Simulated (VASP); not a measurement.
# SiO2 (P4_12_12) in VASP: relaxation of cell and atoms with r2SCAN

Aim: the relaxation of cell and atoms of SiO2 with r2SCAN.

All numbers are computed with VASP 6.6.1; they aren't measurements. Logs are shortened: lines on timing, memory, paths and dates and some standing lists are left out, and cuts for length are marked.

### 1 The cell of the first run

It takes space group P4_12_12 (No. 92, tetragonal). The conventional cell has a = 5.084 Å, b = 5.084 Å, c = 7.101 Å, α = 90.00°, β = 90.00°, γ = 90.00°. Si (site symmetry 2) has 4 O at 1.62 to 1.63 Å within 2.2 Å. Within 2.2 Å of O (site symmetry 1) lie 2 Si at 1.62 to 1.63 Å.

### 2 Relaxation of cell and atoms, r2SCAN

File POSCAR:

```
SiO2
1.0
    5.0836957051      0.0000000000      0.0000000000
    0.0000000000      5.0836957051      0.0000000000
    0.0000000000      0.0000000000      7.1008684063
Si O
4 8
Direct
    0.2938578580      0.2938578580      0.0000000000
    0.2061421420      0.7938578580      0.2500000000
    0.7061421420      0.7061421420      0.5000000000
    0.7938578580      0.2061421420      0.7500000000
    0.2411803497      0.0934525645      0.1742250725
    0.4065474355      0.7411803497      0.4242250725
    0.7588196503      0.9065474355      0.6742250725
    0.5934525645      0.2588196503      0.9242250725
    0.7411803497      0.4065474355      0.5757749275
    0.9065474355      0.7588196503      0.3257749275
    0.2588196503      0.5934525645      0.0757749275
    0.0934525645      0.2411803497      0.8257749275
```

File INCAR.step1:

```
SYSTEM = SiO2
ALGO = Normal ; EDIFF = 1E-4
ENCUT = 600 ; GGA = PE
ISMEAR = -1 ; LASPH = .True.
LCHARG = .False. ; LREAL = .False.
LWAVE = .True. ; NELM = 60
PREC = Accurate ; SIGMA = 0.02
```

File INCAR.step2:

```
SYSTEM = SiO2
ALGO = Normal ; EDIFF = 1E-6
EDIFFG = -0.005 ; ENCUT = 600
IBRION = 2 ; ISIF = 3
ISMEAR = -1 ; ISTART = 1
LASPH = .True. ; LCHARG = .False.
LMIXTAU = .True. ; LREAL = .False.
LWAVE = .False. ; METAGGA = R2SCAN
NELM = 60 ; NSW = 80
PREC = Accurate ; SIGMA = 0.02
```

File KPOINTS:

```
k-points
0
Gamma
  4 4 4
  0 0 0
```

Potentials or basis: VASP PAW PBE potentials, release 64 (Si, O).

On the command line:

```
$ cat potpaw_PBE.64/Si/POTCAR potpaw_PBE.64/O/POTCAR > POTCAR
$ cp INCAR.step1 INCAR
$ mpirun -np 1 vasp_std > vasp.out
$ cp INCAR.step2 INCAR
$ mpirun -np 1 vasp_std > vasp.out
```

OUTCAR:

```text
SYSTEM = SiO2
   EDIFF = 1E-6
   EDIFFG = -0.005
   ENCUT = 600
   IBRION = 2
   ISIF = 3
   ISMEAR = -1
   ISTART = 1
   LASPH = .True.
   LREAL = .False.
   METAGGA = R2SCAN
   NELM = 60
   NSW = 80
   PREC = Accurate

 ion  position               nearest neighbor table
   1  0.294  0.294  0.000-   5 1.62  12 1.62  11 1.63   8 1.63   2 3.13   4 3.13   2 3.13   4 3.13

   2  0.206  0.794  0.250-   6 1.62  11 1.62  10 1.63   5 1.63   1 3.13   3 3.13   1 3.13   3 3.13

   3  0.706  0.706  0.500-   7 1.62  10 1.62   9 1.63   6 1.63   2 3.13   4 3.13   4 3.13   2 3.13

   4  0.794  0.206  0.750-   8 1.62   9 1.62   7 1.63  12 1.63   1 3.13   3 3.13   3 3.13   1 3.13

   5  0.241  0.093  0.174-   1 1.62   2 1.63
   6  0.407  0.741  0.424-   2 1.62   3 1.63
   7  0.759  0.907  0.674-   3 1.62   4 1.63
   8  0.593  0.259  0.924-   4 1.62   1 1.63
   9  0.741  0.407  0.576-   4 1.62   3 1.63
  10  0.907  0.759  0.326-   3 1.62   2 1.63
  11  0.259  0.593  0.076-   2 1.62   1 1.63
  12  0.093  0.241  0.826-   1 1.62   4 1.63

  LATTYP: Found a simple tetragonal cell.
 ALAT       =     5.0836957051
 C/A-ratio  =     1.3967925734

  Lattice vectors:

 A1 = (   5.0836957051,   0.0000000000,   0.0000000000)
 A2 = (   0.0000000000,   5.0836957051,   0.0000000000)
 A3 = (   0.0000000000,   0.0000000000,   7.1008684063)

Analysis of symmetry for initial positions (statically):
=====================================================================
 Subroutine PRICEL returns:
 Original cell was already a primitive cell.

 Routine SETGRP: Setting up the symmetry group for a
 simple tetragonal supercell.

 Subroutine GETGRP returns: Found  8 space group operations
 (whereof  2 operations were pure point group operations)
 out of a pool of 16 trial point group operations.

The static configuration has the point symmetry C_2 .
 The point group associated with its full space group is D_4 .

Analysis of symmetry for dynamics (positions and initial velocities):
=====================================================================
 Subroutine PRICEL returns:
 Original cell was already a primitive cell.

 Routine SETGRP: Setting up the symmetry group for a
 simple tetragonal supercell.

 Subroutine GETGRP returns: Found  8 space group operations
 (whereof  2 operations were pure point group operations)
 out of a pool of 16 trial point group operations.

The dynamic configuration has the point symmetry C_2 .
 The point group associated with its full space group is D_4 .

 Subroutine INISYM returns: Found  8 space group operations
 (whereof  2 operations are pure point group operations),
 and found     1 'primitive' translations

[... 123 lines left out ...]
   EFERMI_NEDOS =   21; number of points for ismear=-14 and -15
   IALGO  =     38    algorithm
   IMIX   =      4    mixing-type and parameters
     AMIX     =   0.40;   BMIX     =  1.00
     AMIX_MAG =   1.60;   BMIX_MAG =  1.00
  volume/ion in A,a.u.               =      15.29       103.20
  Fermi-wavevector in a.u.,A,eV,Ry     =   1.152333  2.177593 18.066784  1.327871
  Thomas-Fermi vector in A             =   2.288985
   LORBIT       =      0    0 simple, 1 ext, 2 COOP (PROOUT), +10 PAW based schemes
   METAGGA = R2SCAN    functional components
   LHFCALC =     F    Hartree Fock is set to
   AEXX    =    0.0000 exact exchange contribution
   IVDW    =     0    specifies the selected vdW correction
   LEPSILON=     F    determine dielectric tensor
   LRPA    =     F    only Hartree local field effects (RPA)
 conjugate gradient relaxation of ions
 non-spin polarized calculation
  energy-cutoff  :      600.00
  volume of cell :      183.51
 maximum number of plane-waves:      6184
 NGX is ok and might be reduce to    42
   NGX = 21   NGY = 21   NGZ = 29

--------------------------------------- Ionic step        1  -------------------------------------------

 number of electron      64.0000011 magnetization

 Free energy of the ion-electron system (eV)
  ---------------------------------------------------
  ext. energy  EPLUGINS =         0.00000000
  ---------------------------------------------------
  free energy    TOTEN  =      -119.14198184 eV

  energy without entropy =     -119.14198184  energy(sigma->0) =     -119.14198184

------------------------ aborting loop because EDIFF is reached ----------------------------------------

  FORCE on cell =-STRESS in cart. coord.  units (eV):
  Direction    XX          YY          ZZ          XY          YZ          ZX
  --------------------------------------------------------------------------------------
  -------------------------------------------------------------------------------------
  Total       -4.9613639     -4.9613639     -5.2501421     -0.0000000      0.0000000      0.0000000
  in kB      -43.3152783    -43.3152783    -45.8364615     -0.0000000      0.0000000      0.0000000
  external PRESSURE =     -44.1556727 kB  Pullay stress =       0.0000000 kB
[... 119 lines left out ...]
  FREE ENERGIE OF THE ION-ELECTRON SYSTEM (eV)
  ---------------------------------------------------
  free  energy   TOTEN  =      -119.2110160072 eV

  energy  without entropy=     -119.2110160072  energy(sigma->0) =     -119.21101601

 E-fermi :  -0.0174     XC(G=0):  -8.7799

 val. band max:       -0.4112776617   @ k =   0.0000   0.0000   0.0000
 cond. band min:       5.9232373153   @ k =   0.0000   0.0000   0.0000
 fundamental gap:      6.3345149770
 Fermi energy:        -0.0174458530

 k-point     1 :       0.0000    0.0000    0.0000
  band No.  band energies     occupation
      1     -20.8750      2.00000
      2     -19.9770      2.00000
      3     -19.9770      2.00000
      4     -18.8376      2.00000
      5     -18.8007      2.00000
      6     -18.7952      2.00000
[... 745 lines left out ...]
     38      10.2352      0.00000
     39      10.2352      0.00000

[... ionic steps 4 to 43 ...]

--------------------------------------- Ionic step       44  -------------------------------------------

 number of electron      63.9999988 magnetization

------------------------ aborting loop because EDIFF is reached ----------------------------------------
[... 87 lines left out ...]
--------------------------------------- Ionic step       46  -------------------------------------------

 number of electron      63.9999988 magnetization

 Free energy of the ion-electron system (eV)
  ---------------------------------------------------
  ext. energy  EPLUGINS =         0.00000000
  ---------------------------------------------------
  free energy    TOTEN  =      -119.23215898 eV

  energy without entropy =     -119.23215898  energy(sigma->0) =     -119.23215898

 E-fermi :   0.2879     XC(G=0):  -8.9746

 val. band max:       -0.2172919308   @ k =   0.0000   0.0000   0.0000
 cond. band min:       6.1607138282   @ k =   0.0000   0.0000   0.0000
 fundamental gap:      6.3780057590
 Fermi energy:         0.2878966423

 k-point     1 :       0.0000    0.0000    0.0000
  band No.  band energies     occupation
      1     -20.6705      2.00000
      2     -19.7631      2.00000
      3     -19.7631      2.00000
      4     -18.6304      2.00000
      5     -18.5800      2.00000
      6     -18.5719      2.00000
[... 784 lines left out ...]
  FREE ENERGIE OF THE ION-ELECTRON SYSTEM (eV)
  ---------------------------------------------------
  free  energy   TOTEN  =      -119.2321589795 eV

  energy  without entropy=     -119.2321589795  energy(sigma->0) =     -119.23215898

 reached required accuracy - stopping structural energy minimisation
```

Run time: 2.3 h. Hardware: 1 thread of Intel Xeon 6975P-C (Granite Rapids), shared host; peak memory 0.41 GiB.

What came out:

| Item | Value |
| --- | --- |
| Free energy | -119.2322 eV |
| Relaxed volume | 14.09 Å³/atom |
| Relaxed cell | a = 4.961 Å, b = 4.961 Å, c = 6.873 Å, α = 90.00°, β = 90.00°, γ = 90.00° |
| Space group after relaxing (to 0.1 Å) | P4_12_12 (No. 92) |
| Energy gained by relaxing | 7.5 meV/atom |
| Ionic steps | 46 |
| Pressure after relaxing | 0.0 GPa |
| Largest force after relaxing | 0.005 eV/Å |
| Band gap on the k mesh | 6.38 eV |

Forces in eV/Å, atoms in the order of the input:
```
Si  -0.003 -0.003  0.000
Si   0.003 -0.003  0.000
Si   0.003  0.003  0.000
Si  -0.003  0.003  0.000
O    0.002 -0.001 -0.001
O    0.001  0.002 -0.001
O   -0.002  0.001 -0.001
O   -0.001 -0.002 -0.001
O    0.002  0.001  0.001
O    0.001 -0.002  0.001
O   -0.002 -0.001  0.001
O   -0.001  0.002  0.001
```

The path:
```csv
step,energy change (eV),largest force (eV/Å),pressure (GPa),volume (Å³)
1,0.0000,0.2569,-4.42,183.51
3,-0.0690,0.0542,-0.07,179.02
5,-0.0695,0.0581,0.01,178.85
7,-0.0698,0.0833,0.00,178.79
9,-0.0709,0.0567,-0.06,178.66
11,-0.0709,0.1167,-0.30,178.13
13,-0.0724,0.0570,-0.14,178.21
15,-0.0752,0.0941,0.06,177.16
17,-0.0771,0.3258,0.81,173.03
19,-0.0782,0.2403,0.56,174.40
21,-0.0804,0.2100,0.52,173.80
23,-0.0856,0.0944,0.26,171.44
25,-0.0867,0.0911,0.06,170.55
27,-0.0887,0.0828,-0.22,169.95
29,-0.0899,0.0157,0.02,169.12
31,-0.0900,0.0104,0.01,169.13
33,-0.0900,0.0139,-0.07,169.15
35,-0.0901,0.0074,-0.01,169.08
37,-0.0901,0.0119,0.04,169.05
39,-0.0901,0.0071,0.03,169.07
41,-0.0901,0.0139,0.04,169.07
43,-0.0902,0.0085,0.03,169.09
45,-0.0902,0.0056,0.03,169.13
46,-0.0902,0.0049,0.01,169.14
```

Final structure:
```xyz
12
Lattice="4.9606 0.0000 0.0000 0.0000 4.9606 0.0000 0.0000 0.0000 6.8734" Properties=species:S:1:pos:R:3 pbc="T T T"
Si    1.5139    1.5139    0.0000
Si    0.9664    3.9942    1.7184
Si    3.4467    3.4467    3.4367
Si    3.9942    0.9664    5.1550
O     1.1765    0.5655    1.2615
O     1.9148    3.6568    2.9799
O     3.7841    4.3951    4.6982
O     3.0458    1.3038    6.4166
O     3.6568    1.9148    3.8935
O     4.3951    3.7841    2.1752
O     1.3038    3.0458    0.4568
O     0.5655    1.1765    5.6119
```

Caveat: the PAW data sets were made with another functional, which shifts forces and pressure a little.
